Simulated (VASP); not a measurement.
Here is a VASP 6.6.1 calculation.

Contents of INCAR:

```
ALGO = Normal ; EDIFF = 1E-6
ENCUT = 520 ; GGA = CA
ISIF = 2 ; ISMEAR = 1
LASPH = True ; LCHARG = False
LREAL = False ; LWAVE = False
NBANDS = 18 ; NELM = 60
PREC = Accurate ; SIGMA = 0.2
```

File KPOINTS:

```
k-points
0
Gamma
  13 13 12
```

POSCAR

```
Cu
1.0
    1.2184640000     -3.9763780000      0.0000000000
    1.2184640000      3.9763780000      0.0000000000
    0.0000000000      0.0000000000      2.4754960000
Cu
2
Direct
    0.1338670000      0.8661330000      0.2500000000
    0.8661330000      0.1338670000      0.7500000000
```

Potentials or basis: VASP PAW LDA potentials, release 64 (Cu).

Run with:

```bash
$ cat potpaw_LDA.64/Cu/POTCAR > POTCAR
$ mpirun -np 1 vasp_std > vasp.out
```

(1) What does it give for the band gap on the k mesh?

(2) Predict the largest force.

Results:

(1) zero (band 11 reaches 11.10 eV, above the bottom of band 12 at 5.47 eV).

(2) 0.046 eV/Å.
